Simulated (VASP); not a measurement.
# LiF (P4/mmm) in VASP: single point with PBE

Aim: the single point of LiF with PBE.

Program: VASP 6.6.1. These are calculated values, not measurements. Logs are shortened: lines on timing, memory, paths and dates and some standing lists are left out, and cuts for length are marked.

## 1. The cell of the first run

The structure is tetragonal, space group P4/mmm (No. 123). The conventional cell has a = 2.694 Å, b = 2.694 Å, c = 3.925 Å, α = 90.00°, β = 90.00°, γ = 90.00°. Li (site symmetry 4/mmm) has 4 F at 1.91 Å within 2.5 Å. Within 2.5 Å of F (site symmetry 4/mmm) lie 4 Li at 1.91 Å.

The cell was built from a structure type or drawn by symmetry, and may not be a known phase.

## 2. Single point, PBE

Contents of INCAR:

```
PREC = Accurate ; ENCUT = 520
EDIFF = 1E-7 ; ISMEAR = 0
SIGMA = 0.1 ; LREAL = F
LASPH = T ; NELM = 100
ALGO = Normal ; ISIF = 2
LWAVE = F ; LCHARG = F
GGA = PE ; NBANDS = 18
```

Contents of KPOINTS:

```
regular mesh
0
Gamma
  6 10 4
```

Contents of POSCAR:

```
LiF
1.0
    3.8104649682      0.0000000000     -0.0000039975
    0.0000000000      3.9249871704      0.0000000000
   -0.0000045305      0.0000000000      3.8104355387
Li F
2 2
Direct
    0.3749996508      0.0000000000     -0.0000005904
    0.8749994651      0.0000000000      0.4999982200
   -0.1249984337      0.0000000000      0.0000014156
    0.3749993179      0.0000000000      0.5000009548
```

Potentials or basis: VASP PAW PBE potentials, release 64 (Li_sv, F).

Run with:

```bash
$ cat potpaw_PBE.64/Li_sv/POTCAR potpaw_PBE.64/F/POTCAR > POTCAR
$ mpirun -np 1 vasp_std > vasp.out
```

OUTCAR:

```text
PREC = Accurate
   ENCUT = 520
   EDIFF = 1E-7
   ISMEAR = 0
   LREAL = F
   LASPH = T
   NELM = 100
   ISIF = 2
   GGA = PE

 ion  position               nearest neighbor table
   1  0.375  0.000  1.000-   4 1.91   4 1.91   3 1.91   3 1.91
   2  0.875  0.000  0.500-   3 1.91   3 1.91   4 1.91   4 1.91
   3  0.875  0.000  0.000-   2 1.91   1 1.91   2 1.91   1 1.91
   4  0.375  0.000  0.500-   1 1.91   1 1.91   2 1.91   2 1.91

  LATTYP: Found a simple tetragonal cell.
 ALAT       =     3.8104649682
 C/A-ratio  =     1.0300546530

  Lattice vectors:

 A1 = (  -3.8104649682,   0.0000000000,   0.0000039975)
 A2 = (  -0.0000045305,   0.0000000000,   3.8104355387)
 A3 = (   0.0000000000,   3.9249871704,   0.0000000000)

Analysis of symmetry for initial positions (statically):
=====================================================================
 Subroutine PRICEL returns following result:

  LATTYP: Found a simple tetragonal cell.
 ALAT       =     2.6944009336
 C/A-ratio  =     1.4567197931

  Lattice vectors:

 A1 = (  -1.9052340418,   0.0000000000,   1.9052243010)
 A2 = (   1.9052295113,   0.0000000000,   1.9052112377)
 A3 = (   0.0000000000,   3.9249871704,   0.0000000000)

   2 primitive cells build up your supercell.

 Routine SETGRP: Setting up the symmetry group for a
 simple tetragonal supercell.

 Subroutine GETGRP returns: Found 16 space group operations
 (whereof  4 operations were pure point group operations)
 out of a pool of 16 trial point group operations.

The static configuration has the point symmetry C_2v.
 The point group associated with its full space group is D_4h.

Analysis of symmetry for dynamics (positions and initial velocities):
=====================================================================
 Subroutine PRICEL returns following result:

  LATTYP: Found a simple tetragonal cell.
 ALAT       =     2.6944009336
 C/A-ratio  =     1.4567197931

  Lattice vectors:

 A1 = (  -1.9052340418,   0.0000000000,   1.9052243010)
 A2 = (   1.9052295113,   0.0000000000,   1.9052112377)
 A3 = (   0.0000000000,   3.9249871704,   0.0000000000)

   2 primitive cells build up your supercell.

 Routine SETGRP: Setting up the symmetry group for a
 simple tetragonal supercell.

 Subroutine GETGRP returns: Found 16 space group operations
 (whereof  4 operations were pure point group operations)
 out of a pool of 16 trial point group operations.

The dynamic configuration has the point symmetry C_2v.
 The point group associated with its full space group is D_4h.

 Subroutine INISYM returns: Found 16 space group operations
 (whereof  4 operations are pure point group operations),
 and found     2 'primitive' translations

----------------------------------------------------------------------------------------

                                     Primitive cell

  volume of cell :      28.4945

  direct lattice vectors                    reciprocal lattice vectors
    -1.905234042  0.000000000  1.905224301    -0.262434362  0.000000000  0.262436879
     1.905229511  0.000000000  1.905211238     0.262436161  0.000000000  0.262437503
     0.000000000  3.924987170  0.000000000     0.000000000  0.254777903  0.000000000

  length of vectors
     2.694400934  2.694388493  3.924987170     0.371140014  0.371141728  0.254777903

  position of ions in fractional coordinates (direct lattice)
     0.625000512  0.375000092  0.000000000
     0.125001606  0.875005389  0.000000000

  ion indices of the primitive-cell ions
   primitive index   ion index
                 1           1
                 2           3

----------------------------------------------------------------------------------------

 KPOINTS: regular mesh

Automatic generation of k-mesh.
 Grid dimensions read from file:
 generate k-points for:    6   10    4

 Generating k-lattice:

  Cartesian coordinates                     Fractional coordinates (reciprocal lattice)
     0.043739194  0.000000000  0.000000052     0.166666667  0.000000000  0.000000000
     0.000000000  0.025477790  0.000000000     0.000000000  0.100000000  0.000000000
     0.000000069  0.000000000  0.065609298    -0.000000000  0.000000000  0.250000000

  Length of vectors
     0.043739194  0.025477790  0.065609298

  Shift w.r.t. Gamma in fractional coordinates (k-lattice)
     0.000000000  0.000000000  0.000000000

 -----------------------------------------------------------------------------
|                                                                             |
|           W    W    AA    RRRRR   N    N  II  N    N   GGGG   !!!           |
|           W    W   A  A   R    R  NN   N  II  NN   N  G    G  !!!           |
|           W    W  A    A  R    R  N N  N  II  N N  N  G       !!!           |
|           W WW W  AAAAAA  RRRRR   N  N N  II  N  N N  G  GGG   !            |
|           WW  WW  A    A  R   R   N   NN  II  N   NN  G    G                |
|           W    W  A    A  R    R  N    N  II  N    N   GGGG   !!!           |
|                                                                             |
|     Your reciprocal lattice and k-lattice belong to different lattice       |
|     classes:                                                                |
|                                                                             |
|        The reciprocal lattice is simple tetragonal,                         |
|        whereas your k-lattice is simple orthorhombic.                       |
|                                                                             |
|     Results are often still useful ...                                      |
|                                                                             |
 -----------------------------------------------------------------------------

 WARNING: IBZKPT: internal override: KBLOWUP is changed to .FALSE.
      ... skipping the blow-up phase ...

 Subroutine IBZKPT returns following result:
 ===========================================

 Found     66 irreducible k-points:

 Following reciprocal coordinates:
            Coordinates               Weight
  0.000000  0.000000  0.000000      1.000000
  0.166667  0.000000  0.000000      2.000000
  0.333333  0.000000  0.000000      2.000000
  0.500000  0.000000  0.000000      2.000000
  0.000000  0.100000  0.000000      2.000000
  0.166667  0.100000  0.000000      4.000000
[... 16 lines left out ...]
  0.333333  0.500000  0.000000      2.000000
  0.500000  0.500000  0.000000      2.000000
 [... further k-points ...]
   k-points           NKPTS =     66   k-points in BZ     NKDIM =     66   number of bands    NBANDS=     18
   number of dos      NEDOS =    301   number of ions     NIONS =      4
   total plane-waves  NPLWV =  23520
   dimension x,y,z NGX =    28 NGY =   30 NGZ =   28
   dimension x,y,z NGXF=    56 NGYF=   60 NGZF=   56
   ions per type =               2   2
   NGX,Y,Z   is equivalent  to a cutoff of  12.22, 12.71, 12.22 a.u.
   NGXF,Y,Z  is equivalent  to a cutoff of  24.43, 25.41, 24.43 a.u.
 SYSTEM =  unknown system
   PREC   = accura    normal or accurate (medium, high low for compatibility)
   ISTART =      0    job   : 0-new  1-cont  2-samecut
   ICHARG =      2    charge: 1-file 2-atom 10-const
   ISPIN  =      1    spin polarized calculation?
   LNONCOLLINEAR =      F non collinear calculations
   LSORBIT =      F    spin-orbit coupling
   LASPH  =      T    aspherical Exc in radial PAW
   ENCUT  =  520.0 eV  38.22 Ry    6.18 a.u.   7.08  7.30  7.08*2*pi/ulx,y,z
   NELM   =    100;   NELMIN=  2; NELMDL= -5     # of ELM steps
   EDIFF  = 0.1E-06   stopping-criterion for ELM
   LREAL  =      F    real-space projection
   EDIFFG = 0.1E-05   stopping-criterion for IOM
   NSW    =      0    number of steps for IOM
   IBRION =     -1    ionic relax: 0-MD 1-quasi-New 2-CG
   NFREE  =      0    steps in history (QN), initial steepest desc. (CG)
   ISIF   =      2    stress and relaxation
   ISYM   =      2    0-nonsym 1-usesym 2-fastsym
   POTIM  = 0.5000    time-step for ionic-motion
   TEBEG  =    0.0;   TEEND  =   0.0 temperature during run
   PSTRESS=    0.0 pullay stress
   NELECT =      20.0000    total number of electrons
   NUPDOWN=      -1.0000    fix difference up-down
   EMIN   =  10.00;   EMAX   =-10.00  energy-range for DOS
   EFERMI =   0.00;   METHOD = LEGACY
   ISMEAR =     0;   SIGMA  =   0.10  broadening in eV -4-tet -1-fermi 0-gaus
   EFERMI_NEDOS =   21; number of points for ismear=-14 and -15
   IALGO  =     38    algorithm
   IMIX   =      4    mixing-type and parameters
     AMIX     =   0.40;   BMIX     =  1.00
     AMIX_MAG =   1.60;   BMIX_MAG =  1.00
  volume/ion in A,a.u.               =      14.25        96.15
  Fermi-wavevector in a.u.,A,eV,Ry     =   1.154750  2.182161 18.142648  1.333447
  Thomas-Fermi vector in A             =   2.291384
   LORBIT       =      0    0 simple, 1 ext, 2 COOP (PROOUT), +10 PAW based schemes
   GGA     = PE    functional components
   LHFCALC =     F    Hartree Fock is set to
   AEXX    =    0.0000 exact exchange contribution
   IVDW    =     0    specifies the selected vdW correction
   LEPSILON=     F    determine dielectric tensor
   LRPA    =     F    only Hartree local field effects (RPA)
 non-spin polarized calculation
 Gauss-broadening in eV      SIGMA  =   0.10
  energy-cutoff  :      520.00
  volume of cell :       56.99
 maximum number of plane-waves:      1552
   NGX = 15   NGY = 15   NGZ = 15

 number of electron      20.0000000 magnetization

 Free energy of the ion-electron system (eV)
  ---------------------------------------------------
  ext. energy  EPLUGINS =         0.00000000
  ---------------------------------------------------
  free energy    TOTEN  =       -18.79942111 eV

  energy without entropy =      -18.79942111  energy(sigma->0) =      -18.79942111

 E-fermi :  -2.9550     XC(G=0):  -7.0041

 val. band max:       -3.5691174504   @ k =   0.5000   0.5000   0.5000
 cond. band min:       2.3643565209   @ k =   0.0000   0.0000   0.0000
 fundamental gap:      5.9334739712
 Fermi energy:        -2.9549563942

 k-point     1 :       0.0000    0.0000    0.0000
  band No.  band energies     occupation
      1     -44.8251      2.00000
      2     -44.7574      2.00000
      3     -23.1909      2.00000
      4     -22.6663      2.00000
      5      -5.9438      2.00000
      6      -5.9437      2.00000
[... 10 lines left out ...]
     17      13.5686      0.00000
     18      14.1491      0.00000

 k-point     2 :       0.1667    0.0000    0.0000
  band No.  band energies     occupation
      1     -44.8199      2.00000
      2     -44.7613      2.00000
      3     -23.1695      2.00000
      4     -22.7170      2.00000
      5      -5.8235      2.00000
      6      -5.7557      2.00000
[... 10 lines left out ...]
     17      14.2148      0.00000
     18      14.7173      0.00000

 k-point     3 :       0.3333    0.0000    0.0000
  band No.  band energies     occupation
      1     -44.8064      2.00000
      2     -44.7726      2.00000
      3     -23.1027      2.00000
      4     -22.8436      2.00000
      5      -5.4859      2.00000
      6      -5.2790      2.00000
[... 10 lines left out ...]
     17      13.8087      0.00000
     18      14.3862      0.00000

 k-point     4 :       0.5000    0.0000    0.0000
  band No.  band energies     occupation
      1     -44.7889      2.00000
      2     -44.7889      2.00000
      3     -22.9881      2.00000
      4     -22.9880      2.00000
      5      -5.0018      2.00000
      6      -5.0018      2.00000
[... 375 lines left out ...]
      4     -22.7101      2.00000
      5      -5.7853      2.00000
      6      -5.7122      2.00000
[... 10 lines left out ...]
     17      14.0317      0.00000
     18      14.8829      0.00000

 k-point    23 :       0.3333    0.5000    0.0000
  band No.  band energies     occupation
      1     -44.8062      2.00000
      2     -44.7723      2.00000
      3     -23.0912      2.00000
      4     -22.8351      2.00000
      5      -5.4528      2.00000
      6      -5.2268      2.00000
[... 10 lines left out ...]
     17      14.1518      0.00000
     18      15.0356      0.00000

 k-point    24 :       0.5000    0.5000    0.0000
  band No.  band energies     occupation
      1     -44.7887      2.00000
      2     -44.7887      2.00000
      3     -22.9779      2.00000
      4     -22.9778      2.00000
      5      -4.9760      2.00000
      6      -4.9760      2.00000
[... 10 lines left out ...]
     17      14.4465      0.00000
     18      14.4465      0.00000

 [... further k-points ...]

------------------------ aborting loop because EDIFF is reached ----------------------------------------

  FORCE on cell =-STRESS in cart. coord.  units (eV):
  Direction    XX          YY          ZZ          XY          YZ          ZX
  --------------------------------------------------------------------------------------
  -------------------------------------------------------------------------------------
  Total       -0.0412801      0.0246261     -0.0412795      0.0000000      0.0000000      0.0000001
  in kB       -1.1605414      0.6923328     -1.1605235      0.0000000      0.0000000      0.0000026
  external PRESSURE =      -0.5429107 kB  Pullay stress =       0.0000000 kB

 VOLUME and BASIS-vectors are now :
 -----------------------------------------------------------------------------
  energy-cutoff  :      520.00
  volume of cell :       56.99
      direct lattice vectors                 reciprocal lattice vectors
     3.810464968  0.000000000 -0.000003998     0.262435164  0.000000000  0.000000312
     0.000000000  3.924987170  0.000000000     0.000000000  0.254777903  0.000000000
    -0.000004531  0.000000000  3.810435539     0.000000275  0.000000000  0.262437191

 POSITION                                       TOTAL-FORCE (eV/Angst)
 -----------------------------------------------------------------------------------
      1.42892      0.00000      3.81043        -0.000000     -0.000000     -0.000000
      3.33415      0.00000      1.90521        -0.000000      0.000000     -0.000000
      3.33416      0.00000      0.00000         0.000000     -0.000000     -0.000000
      1.42892      0.00000      1.90522         0.000000      0.000000      0.000000
 -----------------------------------------------------------------------------------
    total drift:                               -0.010591      0.000000     -0.019688

  FREE ENERGIE OF THE ION-ELECTRON SYSTEM (eV)
  ---------------------------------------------------
  free  energy   TOTEN  =       -18.7994211108 eV

  energy  without entropy=      -18.7994211108  energy(sigma->0) =      -18.79942111
```

Run time: 25 s. Hardware: 1 thread of Intel Xeon 6975P-C (Granite Rapids), shared host; peak memory 0.18 GiB.

Results:

```yaml
Free_energy: -18.7994 eV
Band_gap_on_the_k_mesh: 5.93 eV
```

Levels at points of the mesh, in eV from the valence-band top:
```csv
k point,band 7,band 8,band 9,band 10,band 11,band 12,band 13,band 14
"(0.00, 0.00, 0.00)",-1.14,-0.37,-0.37,-0.17,5.93,13.19,14.62,15.22
"(0.50, 0.00, 0.00)",-1.15,-1.15,-0.61,-0.61,8.68,8.68,13.76,13.76
"(0.00, 0.50, 0.00)",-1.66,-0.36,-0.36,-0.32,7.69,11.08,13.73,15.07
"(0.50, 0.50, 0.00)",-1.09,-1.09,-0.91,-0.91,8.98,8.98,13.46,13.46
"(0.50, 0.00, 0.50)",-0.54,-0.54,-0.01,-0.01,10.38,10.38,11.27,11.27
"(0.50, 0.50, 0.50)",-0.79,-0.79,0.00,0.00,9.22,9.22,13.09,13.09
```

Caveat: the cutoff is under 1.25 times the usual one of these potentials, so pressure, stress and relaxed cells hold a basis-set (Pulay) error.
